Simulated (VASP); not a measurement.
ZnS, 8 atoms in the cell. It takes space group P6_3mc (No. 186, hexagonal). Conventional cell: a = 3.866 Å, b = 3.866 Å, c = 12.092 Å, α = 90.00°, β = 90.00°, γ = 120.00°. Zn (site symmetry 3m) has 4 S at 2.26 to 2.36 Å within 3.0 Å. Within 3.0 Å of Zn (site symmetry 3m) lie 4 S at 2.27 to 2.36 Å. S (site symmetry 3m) has 4 Zn at 2.26 to 2.36 Å within 3.0 Å. Within 3.0 Å of S (site symmetry 3m) lie 4 Zn at 2.27 to 2.36 Å.  This cell differs from its parent crystal: strain +0.015 along x and y, -0.030 along z.

| Quantity | Value |
| --- | --- |
| Program | VASP 6.6.1 |
| Task | single point |
| Functional | r2SCAN |
| Potentials or basis | VASP PAW PBE potentials, release 64 (Zn, S) |
| Cutoff | 520 eV |
| k mesh | 6 × 6 × 2 |
| Occupations | gaussian, width 0.05 eV |
| Spin | no spin polarisation |
| Dipole correction | no |
| Further INCAR settings | ALGO = Normal; EDIFF = 1e-07; NBANDS = 46 |

Potentials or basis: VASP PAW PBE potentials, release 64 (Zn, S).

Command:

```sh
$ cat potpaw_PBE.64/Zn/POTCAR potpaw_PBE.64/S/POTCAR > POTCAR
$ cp INCAR.step1 INCAR
$ mpirun -np 1 vasp_std > vasp.out
$ cp INCAR.step2 INCAR
$ mpirun -np 1 vasp_std > vasp.out
```

Hardware: 1 thread of Intel(R) Xeon(R) 6975P-C (Granite Rapids), with other jobs on the host.

Estimate the wall time of this run.

It took 6.5 min on 1 thread of Intel(R) Xeon(R) 6975P-C (Granite Rapids) (shared host), peak memory 0.32 GiB. Counts: k points 14.
